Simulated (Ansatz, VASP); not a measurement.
# Al3P2 in VASP and in Ansatz

INCAR

```
  PREC = Accurate
  ENCUT = 600
  EDIFF = 1E-7
  ISMEAR = 0
  SIGMA = 0.1
  LREAL = F
  LASPH = T
  NELM = 80
  ALGO = Normal
  ISIF = 3
  LWAVE = F
  LCHARG = F
  GGA = PE
  IBRION = 2
  NSW = 100
  EDIFFG = -0.01
```

File KPOINTS:

```
Automatic mesh
0
Gamma
  12 12 6
```

File POSCAR:

```
Al3P2
1.0
    3.9613321234      0.0000000000      0.0000000000
   -1.9806660617      3.4306142517      0.0000000000
    0.0000000000      0.0000000000      6.7219373346
Al P
3 2
Direct
    0.0000000000      0.0000000000      0.0000000000
    0.3333333333      0.6666666667      0.6305498583
    0.6666666667      0.3333333333      0.3694501417
    0.3333333333      0.6666666667      0.2429323780
    0.6666666667      0.3333333333      0.7570676220
```

Input for Ansatz:

```yaml
crystal:
  lattice:
    - [3.9613321234, 0.0, 0.0]
    - [-1.9806660617, 3.4306142517, 0.0]
    - [0.0, 0.0, 6.7219373346]
  atoms:
    - { symbol: Al, position: [0.0, 0.0, 0.0] }
    - { symbol: Al, position: [0.3333333333, 0.6666666667, 0.6305498583] }
    - { symbol: Al, position: [0.6666666667, 0.3333333333, 0.3694501417] }
    - { symbol: P, position: [0.3333333333, 0.6666666667, 0.242932378] }
    - { symbol: P, position: [0.6666666667, 0.3333333333, 0.757067622] }
basis:
  ecutwfc: 420
kpoints:
  mp_grid: { grid: [12, 12, 6] }
hamiltonian:
  xc: pbe
scf:
  occupations: { method: gaussian, width: 0.1 }
output:
  forces: true
  stress: true
  eigenvalues: true
relax:
  adjacent_minimum: "off"
  f_tol: 0.01
  max_steps: 80
  cell: { stress_tol: 0.05 }
```

Alike in both runs: task relaxation of cell and atoms; functional PBE; k mesh 12 × 12 × 6; occupations gaussian, width 0.1 eV; no spin polarisation.

```csv
,VASP,Ansatz
version,VASP 6.6.1,Ansatz 0.2.0
potentials or method,"VASP PAW PBE potentials, release 64 (Al, P), cutoff 600 eV","scalar-relativistic, plane waves, PAW"
valence electrons in the cell,19,19
```

VASP gave:

* gap on the k mesh at the Fermi level, each at its own relaxed structure (eV): none
* relaxed volume (Å³/atom): 17.48
* relaxed length of the cell vector where the two differ most in proportion (Å): 8.051

What did Ansatz give for the same quantities?

gap on the k mesh at the Fermi level, each at its own relaxed structure (eV): none; relaxed volume (Å³/atom): 17.48; relaxed length of the cell vector where the two differ most in proportion (Å): 8.061.

A gap of «none» marks a metal or a gap that the smearing closes.
